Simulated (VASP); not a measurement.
# SnTe (Fm-3m) in VASP: a series of runs

SnTe is run at these levels: BLYP+D4, PBEsol+D4, RPBE, revPBE+D3(BJ); tasks: single point.

Everything below comes from runs of VASP 6.6.1. Logs are shortened: lines on timing, memory, paths and dates and some standing lists are left out, and cuts for length are marked.

**1. The cell of the first run**

Symmetry: Fm-3m, No. 225, cubic system. The conventional cell has a = 6.173 Å, b = 6.173 Å, c = 6.173 Å, α = 90.00°, β = 90.00°, γ = 90.00°. Te (site symmetry m-3m) has 6 Sn at 3.09 Å within 4.1 Å. Sn (site symmetry m-3m) has 6 Te at 3.09 Å within 4.1 Å.

**2. Single point, BLYP+D4**

INCAR reads:

```
SYSTEM = SnTe
PREC = Accurate ; ENCUT = 520
EDIFF = 1E-7 ; ISMEAR = -1
SIGMA = 0.05 ; LREAL = .FALSE.
LASPH = .TRUE. ; NELM = 100
ALGO = Normal ; ISIF = 2
LWAVE = .FALSE. ; LCHARG = .TRUE.
GGA = B5 ; ALDAX = 1.0
AGGAX = 1.0 ; AGGAC = 1.0
ALDAC = 0.0 ; IVDW = 13
VDW_S6 = 1.0 ; VDW_S8 = 2.34076671
VDW_A1 = 0.44488865 ; VDW_A2 = 4.0933009
LELF = .TRUE. ; LVHAR = .TRUE.
NBANDS = 17
```

KPOINTS reads:

```
Automatic mesh
0
G
  7 7 7
  0 0 0
```

POSCAR reads:

```
SnTe
1.0
    0.0000000000      3.0865288906      3.0865288906
    3.0865288906      0.0000000000      3.0865288906
    3.0865288906      3.0865288906      0.0000000000
Te Sn
1 1
Direct
    0.5000000000      0.5000000000      0.5000000000
    0.0000000000      0.0000000000      0.0000000000
```

Potentials or basis: VASP PAW PBE potentials, release 64 (Te, Sn_d).

The run is started by

```console
cat potpaw_PBE.64/Te/POTCAR potpaw_PBE.64/Sn_d/POTCAR > POTCAR
mpirun -np 1 vasp_std > vasp.out
```

OUTCAR:

```text
SYSTEM = SnTe
   PREC = Accurate
   ENCUT = 520
   EDIFF = 1E-7
   ISMEAR = -1
   LREAL = .FALSE.
   LASPH = .TRUE.
   NELM = 100
   ISIF = 2
   GGA = B5
   IVDW = 13

 ion  position               nearest neighbor table
   1  0.500  0.500  0.500-   2 3.09   2 3.09   2 3.09   2 3.09   2 3.09   2 3.09
   2  0.000  0.000  0.000-   1 3.09   1 3.09   1 3.09   1 3.09   1 3.09   1 3.09

  LATTYP: Found a face centered cubic cell.
 ALAT       =     6.1730577812

  Lattice vectors:

 A1 = (   0.0000000000,   3.0865288906,   3.0865288906)
 A2 = (   3.0865288906,   0.0000000000,   3.0865288906)
 A3 = (   3.0865288906,   3.0865288906,   0.0000000000)

Analysis of symmetry for initial positions (statically):
[... 33 lines left out ...]
                                     Primitive cell

  volume of cell :      58.8086

  direct lattice vectors                    reciprocal lattice vectors
     0.000000000  3.086528891  3.086528891    -0.161994272  0.161994272  0.161994272
     3.086528891  0.000000000  3.086528891     0.161994272 -0.161994272  0.161994272
     3.086528891  3.086528891  0.000000000     0.161994272  0.161994272 -0.161994272

  length of vectors
     4.365011018  4.365011018  4.365011018     0.280582309  0.280582309  0.280582309

  position of ions in fractional coordinates (direct lattice)
     0.500000000  0.500000000  0.500000000
     0.000000000  0.000000000  0.000000000

  ion indices of the primitive-cell ions
   primitive index   ion index
                 1           1
                 2           2

----------------------------------------------------------------------------------------

 KPOINTS: Automatic mesh

Automatic generation of k-mesh.
 Grid dimensions read from file:
 generate k-points for:    7    7    7

 Generating k-lattice:

  Cartesian coordinates                     Fractional coordinates (reciprocal lattice)
    -0.023142039  0.023142039  0.023142039     0.142857143  0.000000000  0.000000000
     0.023142039 -0.023142039  0.023142039     0.000000000  0.142857143  0.000000000
     0.023142039  0.023142039 -0.023142039     0.000000000  0.000000000  0.142857143

  Length of vectors
     0.040083187  0.040083187  0.040083187

  Shift w.r.t. Gamma in fractional coordinates (k-lattice)
     0.000000000  0.000000000  0.000000000

 Subroutine IBZKPT returns following result:
 ===========================================

 Found     20 irreducible k-points:

 Following reciprocal coordinates:
            Coordinates               Weight
  0.000000  0.000000  0.000000      1.000000
  0.142857  0.000000  0.000000      8.000000
  0.285714  0.000000  0.000000      8.000000
  0.428571  0.000000  0.000000      8.000000
  0.142857  0.142857  0.000000      6.000000
  0.285714  0.142857  0.000000     24.000000
[... 12 lines left out ...]
 -0.428571  0.428571  0.142857     24.000000
 -0.285714  0.428571  0.142857     24.000000
   k-points           NKPTS =     20   k-points in BZ     NKDIM =     20   number of bands    NBANDS=     17
   number of dos      NEDOS =    301   number of ions     NIONS =      2
   total plane-waves  NPLWV =  32768
   dimension x,y,z NGX =    32 NGY =   32 NGZ =   32
   dimension x,y,z NGXF=    64 NGYF=   64 NGZF=   64
   ions per type =               1   1
   NGX,Y,Z   is equivalent  to a cutoff of  12.19, 12.19, 12.19 a.u.
   NGXF,Y,Z  is equivalent  to a cutoff of  24.38, 24.38, 24.38 a.u.
 SYSTEM =  SnTe
   PREC   = accura    normal or accurate (medium, high low for compatibility)
   ISTART =      0    job   : 0-new  1-cont  2-samecut
   ICHARG =      2    charge: 1-file 2-atom 10-const
   ISPIN  =      1    spin polarized calculation?
   LNONCOLLINEAR =      F non collinear calculations
   LSORBIT =      F    spin-orbit coupling
   LASPH  =      T    aspherical Exc in radial PAW
   ENCUT  =  520.0 eV  38.22 Ry    6.18 a.u.   8.12  8.12  8.12*2*pi/ulx,y,z
   NELM   =    100;   NELMIN=  2; NELMDL= -5     # of ELM steps
   EDIFF  = 0.1E-06   stopping-criterion for ELM
   LREAL  =      F    real-space projection
   EDIFFG = 0.1E-05   stopping-criterion for IOM
   NSW    =      0    number of steps for IOM
   IBRION =     -1    ionic relax: 0-MD 1-quasi-New 2-CG
   NFREE  =      0    steps in history (QN), initial steepest desc. (CG)
   ISIF   =      2    stress and relaxation
   ISYM   =      2    0-nonsym 1-usesym 2-fastsym
   POTIM  = 0.5000    time-step for ionic-motion
   TEBEG  =    0.0;   TEEND  =   0.0 temperature during run
   PSTRESS=    0.0 pullay stress
   NELECT =      20.0000    total number of electrons
   NUPDOWN=      -1.0000    fix difference up-down
   EMIN   =  10.00;   EMAX   =-10.00  energy-range for DOS
   EFERMI =   0.00;   METHOD = LEGACY
   ISMEAR =    -1;   SIGMA  =   0.05  broadening in eV -4-tet -1-fermi 0-gaus
   EFERMI_NEDOS =   21; number of points for ismear=-14 and -15
   IALGO  =     38    algorithm
   IMIX   =      4    mixing-type and parameters
     AMIX     =   0.40;   BMIX     =  1.00
     AMIX_MAG =   1.60;   BMIX_MAG =  1.00
  volume/ion in A,a.u.               =      29.40       198.43
  Fermi-wavevector in a.u.,A,eV,Ry     =   1.142715  2.159418 17.766446  1.305797
  Thomas-Fermi vector in A             =   2.279412
   LORBIT       =      0    0 simple, 1 ext, 2 COOP (PROOUT), +10 PAW based schemes
   GGA     = B5    functional components
   LHFCALC =     F    Hartree Fock is set to
   AEXX    =    0.0000 exact exchange contribution
   IVDW    =    13    specifies the selected vdW correction
   LEPSILON=     F    determine dielectric tensor
   LRPA    =     F    only Hartree local field effects (RPA)
 non-spin polarized calculation
  energy-cutoff  :      520.00
  volume of cell :       58.81
 maximum number of plane-waves:      1600
   NGX = 17   NGY = 17   NGZ = 17

 number of electron      19.9999996 magnetization

 Free energy of the ion-electron system (eV)
  ---------------------------------------------------
  ext. energy  EPLUGINS =         0.00000000
  ---------------------------------------------------
  free energy    TOTEN  =        -5.97693852 eV

  energy without entropy =       -5.97673537  energy(sigma->0) =       -5.97683694

 E-fermi :   8.3242     XC(G=0):  -9.1354

 val. band max:        8.0719020336   @ k =   0.4286   0.0000   0.0000
 cond. band min:       8.6178758518   @ k =   0.4286   0.0000   0.0000
 fundamental gap:      0.5459738182
 Fermi energy:         8.3241795684

 k-point     1 :       0.0000    0.0000    0.0000
  band No.  band energies     occupation
      1     -13.7313      2.00000
      2     -13.7313      2.00000
      3     -13.7166      2.00000
      4     -13.7166      2.00000
      5     -13.7166      2.00000
      6      -5.0569      2.00000
[... 9 lines left out ...]
     16      13.0972      0.00000
     17      15.2953      0.00000

 k-point     2 :       0.1429    0.0000    0.0000
  band No.  band energies     occupation
      1     -13.7323      2.00000
      2     -13.7323      2.00000
      3     -13.7163      2.00000
      4     -13.7152      2.00000
      5     -13.7152      2.00000
      6      -4.8709      2.00000
[... 9 lines left out ...]
     16      13.5247      0.00000
     17      16.5445      0.00000

 k-point     3 :       0.2857    0.0000    0.0000
  band No.  band energies     occupation
      1     -13.7353      2.00000
      2     -13.7353      2.00000
      3     -13.7155      2.00000
      4     -13.7116      2.00000
      5     -13.7116      2.00000
      6      -4.3560      2.00000
[... 9 lines left out ...]
     16      14.7002      0.00000
     17      19.0212      0.00000

 k-point     4 :       0.4286    0.0000    0.0000
  band No.  band energies     occupation
      1     -13.7378      2.00000
      2     -13.7378      2.00000
      3     -13.7149      2.00000
      4     -13.7085      2.00000
      5     -13.7085      2.00000
      6      -3.7480      2.00000
[... 9 lines left out ...]
     16      16.4858      0.00000
     17      18.2495      0.00000

 k-point     5 :       0.1429    0.1429    0.0000
  band No.  band energies     occupation
      1     -13.7353      2.00000
      2     -13.7301      2.00000
      3     -13.7176      2.00000
      4     -13.7141      2.00000
      5     -13.7141      2.00000
      6      -4.8093      2.00000
[... 9 lines left out ...]
     16      14.2227      0.00000
     17      15.5319      0.00000

 k-point     6 :       0.2857    0.1429    0.0000
  band No.  band energies     occupation
      1     -13.7392      2.00000
      2     -13.7308      2.00000
      3     -13.7174      2.00000
      4     -13.7116      2.00000
      5     -13.7108      2.00000
      6      -4.4043      2.00000
[... 9 lines left out ...]
     16      15.4259      0.00000
     17      17.0437      0.00000

 k-point     7 :       0.4286    0.1429    0.0000
  band No.  band energies     occupation
      1     -13.7414      2.00000
      2     -13.7340      2.00000
      3     -13.7154      2.00000
      4     -13.7096      2.00000
      5     -13.7077      2.00000
      6      -3.8050      2.00000
[... 9 lines left out ...]
     16      17.1354      0.00000
     17      18.1260      0.00000

 k-point     8 :      -0.4286    0.1429    0.0000
  band No.  band energies     occupation
      1     -13.7403      2.00000
      2     -13.7367      2.00000
      3     -13.7137      2.00000
      4     -13.7090      2.00000
      5     -13.7077      2.00000
      6      -3.5400      2.00000
[... 9 lines left out ...]
     16      16.3290      0.00000
     17      18.7569      0.00000
[... 123 lines left out ...]
      1     -13.7547      2.00000
      2     -13.7254      2.00000
      3     -13.7214      2.00000
      4     -13.7033      2.00000
      5     -13.7033      2.00000
      6      -3.4065      2.00000
[... 9 lines left out ...]
     16      18.6963      0.00000
     17      19.4540      0.00000

 k-point    16 :      -0.4286    0.4286    0.0000
  band No.  band energies     occupation
      1     -13.7538      2.00000
      2     -13.7270      2.00000
      3     -13.7199      2.00000
      4     -13.7039      2.00000
      5     -13.7032      2.00000
      6      -3.2452      2.00000
[... 9 lines left out ...]
     16      17.9782      0.00000
     17      18.5874      0.00000

 k-point    17 :       0.4286    0.2857    0.1429
  band No.  band energies     occupation
      1     -13.7429      2.00000
      2     -13.7314      2.00000
      3     -13.7169      2.00000
      4     -13.7089      2.00000
      5     -13.7084      2.00000
      6      -3.9497      2.00000
[... 9 lines left out ...]
     16      16.9456      0.00000
     17      17.6924      0.00000

 k-point    18 :      -0.4286    0.2857    0.1429
  band No.  band energies     occupation
      1     -13.7443      2.00000
      2     -13.7337      2.00000
      3     -13.7140      2.00000
      4     -13.7099      2.00000
      5     -13.7058      2.00000
      6      -3.4548      2.00000
[... 9 lines left out ...]
     16      17.2815      0.00000
     17      18.6081      0.00000

 k-point    19 :      -0.4286    0.4286    0.1429
  band No.  band energies     occupation
      1     -13.7508      2.00000
      2     -13.7291      2.00000
      3     -13.7181      2.00000
      4     -13.7066      2.00000
      5     -13.7034      2.00000
      6      -3.3184      2.00000
[... 9 lines left out ...]
     16      18.2167      0.00000
     17      19.0662      0.00000

 k-point    20 :      -0.2857    0.4286    0.1429
  band No.  band energies     occupation
      1     -13.7480      2.00000
      2     -13.7320      2.00000
      3     -13.7141      2.00000
      4     -13.7102      2.00000
      5     -13.7034      2.00000
      6      -3.2126      2.00000
[... 9 lines left out ...]
     16      18.3013      0.00000
     17      19.0729      0.00000

------------------------ aborting loop because EDIFF is reached ----------------------------------------

  DFT-D4 for vdW energy calculation

  Edisp (eV):   -1.76358

  FORCE on cell =-STRESS in cart. coord.  units (eV):
  Direction    XX          YY          ZZ          XY          YZ          ZX
  --------------------------------------------------------------------------------------
  -------------------------------------------------------------------------------------
  Total       2.00650     2.00650     2.00650     0.00000     0.00000     0.00000
  in kB      54.66493    54.66493    54.66493     0.00000     0.00000     0.00000
  external pressure =       54.66 kB  Pullay stress =        0.00 kB

 VOLUME and BASIS-vectors are now :
 -----------------------------------------------------------------------------
  energy-cutoff  :      520.00
  volume of cell :       58.81
      direct lattice vectors                 reciprocal lattice vectors
     0.000000000  3.086528891  3.086528891    -0.161994272  0.161994272  0.161994272
     3.086528891  0.000000000  3.086528891     0.161994272 -0.161994272  0.161994272
     3.086528891  3.086528891  0.000000000     0.161994272  0.161994272 -0.161994272

 POSITION                                       TOTAL-FORCE (eV/Angst)
 -----------------------------------------------------------------------------------
      3.08653      3.08653      3.08653        -0.000000      0.000000     -0.000000
      0.00000      0.00000      0.00000         0.000000     -0.000000      0.000000
 -----------------------------------------------------------------------------------
    total drift:                                0.000000     -0.000000     -0.000000

  FREE ENERGIE OF THE ION-ELECTRON SYSTEM (eV)
  ---------------------------------------------------
  free  energy   TOTEN  =        -7.7405215786 eV

  energy  without entropy=       -7.7403184278  energy(sigma->0) =       -7.74042000
```

Run time: 29 s. Hardware: 1 thread of Intel Xeon 6975P-C, shared host; peak memory 0.18 GiB.

What came out:

```
Free energy                : -7.7405 eV
Pressure                   : 5.5 GPa
Dispersion energy per atom : -0.882 eV
```

Caveat: this odd mesh misses L, where the gap lies, so gap, dielectric constants and Born charges aren't listed; the PAW data sets were made with another functional, which shifts forces and pressure a little; spin-orbit coupling is left out, which moves the levels of the heavy elements.

**3. Single point, PBEsol+D4**

This run uses another cell than the first one, of 30.25 Å³/atom, 1.029 times its volume.

INCAR reads:

```
SYSTEM = SnTe
  PREC = Accurate
  ENCUT = 520
  EDIFF = 1E-6
  ISMEAR = -1
  SIGMA = 0.05
  LREAL = .FALSE.
  LASPH = .TRUE.
  NELM = 80
  ALGO = Normal
  ISIF = 2
  LWAVE = .FALSE.
  LCHARG = .TRUE.
  GGA = PS
  IVDW = 13
  LELF = .TRUE.
  LVHAR = .TRUE.
  NBANDS = 17
```

KPOINTS reads:

```
regular mesh
0
G
  7 7 7
  0 0 0
```

POSCAR reads:

```
SnTe
1.0
    0.0000000000      3.1157159050      3.1157159050
    3.1157159050      0.0000000000      3.1157159050
    3.1157159050      3.1157159050      0.0000000000
Te Sn
1 1
Direct
    0.5000000000      0.5000000000      0.5000000000
    0.0000000000      0.0000000000      0.0000000000
```

Potentials or basis: VASP PAW PBE potentials, release 64 (Te, Sn_d).

The run is started by

```console
cat potpaw_PBE.64/Te/POTCAR potpaw_PBE.64/Sn_d/POTCAR > POTCAR
mpirun -np 1 vasp_std > vasp.out
```

It took 21 s on 1 thread of Intel Xeon 6975P-C, shared host; peak memory 0.21 GiB.

It converged, with:

| Item | Value |
| --- | --- |
| Free energy | -8.8607 eV |
| Pressure | 0.0 GPa |
| Dispersion energy per atom | -0.261 eV |

Levels at points of the mesh, in eV from the Fermi level:
```
           k point  band 8  band 9  band 10  band 11  band 12  band 13
(0.00, 0.00, 0.00)   -2.28   -2.28    -2.28     3.36     3.36     3.36
```

Caveat: this odd mesh misses L, where the gap lies, so gap, dielectric constants and Born charges aren't listed; the PAW data sets were made with another functional, which shifts forces and pressure a little; spin-orbit coupling is left out, which moves the levels of the heavy elements.

**4. Single point, RPBE**

This run uses another cell than the first one, of 30.03 Å³/atom, 1.021 times its volume.

INCAR reads:

```
SYSTEM = SnTe
ALGO     = Normal         ! electronic algorithm
EDIFF    = 1E-6           ! SCF threshold, eV
ENCUT    = 520            ! plane-wave cutoff, eV
GGA      = RP             ! functional
ISIF     = 2              ! what is computed and relaxed
ISMEAR   = -1             ! smearing method
LASPH    = .TRUE.         ! aspherical terms in the spheres
LCHARG   = .FALSE.        ! write CHGCAR
LREAL    = .FALSE.        ! projectors in reciprocal space
LWAVE    = .FALSE.        ! write WAVECAR
NBANDS   = 17             ! bands
NELM     = 60             ! most SCF steps
PREC     = Accurate       ! precision mode
SIGMA    = 0.05           ! smearing width, eV
```

KPOINTS reads:

```
k-points
0
G
  7 7 7
  0 0 0
```

POSCAR reads:

```
SnTe
1.0
    0.0000000000      3.1082657258      3.1082657258
    3.1082657258      0.0000000000      3.1082657258
    3.1082657258      3.1082657258      0.0000000000
Te Sn
1 1
Direct
    0.5000000000      0.5000000000      0.5000000000
    0.0000000000      0.0000000000      0.0000000000
```

The run is started by

```console
cat potpaw_PBE.64/Te/POTCAR potpaw_PBE.64/Sn_d/POTCAR > POTCAR
mpirun -np 1 vasp_std > vasp.out
```

It took 23 s on 1 thread of Intel Xeon 6975P-C, shared host; peak memory 0.2 GiB.

Results (log left out):

| Property | Result |
| --- | --- |
| Free energy | -6.7453 eV |
| Pressure | 5.9 GPa |

Levels at points of the mesh, in eV from the Fermi level:
```tsv
k point	band 7	band 8	band 9	band 10	band 11	band 12	band 13	band 14
(0.00, 0.00, 0.00)	-4.56	-2.38	-2.38	-2.38	3.36	3.36	3.36	4.56
```

Caveat: this odd mesh misses L, where the gap lies, so gap, dielectric constants and Born charges aren't listed; the PAW data sets were made with another functional, which shifts forces and pressure a little; spin-orbit coupling is left out, which moves the levels of the heavy elements.

**5. Single point, revPBE+D3(BJ)**

This run uses another cell than the first one, of 30.03 Å³/atom, 1.021 times its volume.

INCAR reads:

```
PREC = Accurate
ENCUT = 520
EDIFF = 1E-6
ISMEAR = -1
SIGMA = 0.05
LREAL = False
LASPH = True
NELM = 60
ALGO = Normal
ISIF = 2
LWAVE = False
LCHARG = False
GGA = RE
IVDW = 12
NBANDS = 17
```

KPOINTS reads:

```
Automatic mesh
0
Gamma
  7 7 7
```

POSCAR is that of step 4.

The run is started by

```console
cat potpaw_PBE.64/Te/POTCAR potpaw_PBE.64/Sn_d/POTCAR > POTCAR
mpirun -np 1 vasp_std > vasp.out
```

Wall time 26 s (1 thread of Intel Xeon 6975P-C, shared host); peak memory 0.21 GiB.

The run converged. Its results:

| Item | Value |
| --- | --- |
| Free energy | -8.4221 eV |
| Pressure | 1.2 GPa |
| Dispersion energy per atom | -0.785 eV |

Levels at points of the mesh, in eV from the Fermi level:
```
           k point  band 7  band 8  band 9  band 10  band 11  band 12  band 13  band 14
(0.00, 0.00, 0.00)   -4.56   -2.37   -2.37    -2.37     3.36     3.36     3.36     4.57
```

Caveat: this odd mesh misses L, where the gap lies, so gap, dielectric constants and Born charges aren't listed; the PAW data sets were made with another functional, which shifts forces and pressure a little; spin-orbit coupling is left out, which moves the levels of the heavy elements.

**6. Summary**

```csv
level,cell,pressure (GPa)
BLYP+D4,"a = 4.365 Å, angles 60.0°, 2 atoms",5.5
PBEsol+D4,"a = 4.406 Å, angles 60.0°, 2 atoms",0.0
RPBE,"a = 4.396 Å, angles 60.0°, 2 atoms",5.9
revPBE+D3(BJ),"a = 4.396 Å, angles 60.0°, 2 atoms",1.2
```

Alike in all rows: task single point; potentials or basis VASP PAW PBE potentials, release 64 (Te, Sn_d); no spin polarisation; k mesh 7 × 7 × 7; cutoff (eV) 520; smearing fermi-dirac 0.05 eV.

Caveats: the PAW data sets were made with another functional, which shifts forces and pressure a little; spin-orbit coupling is left out, which moves the levels of the heavy elements.

Absolute energies hang on the potentials; compare differences alone.
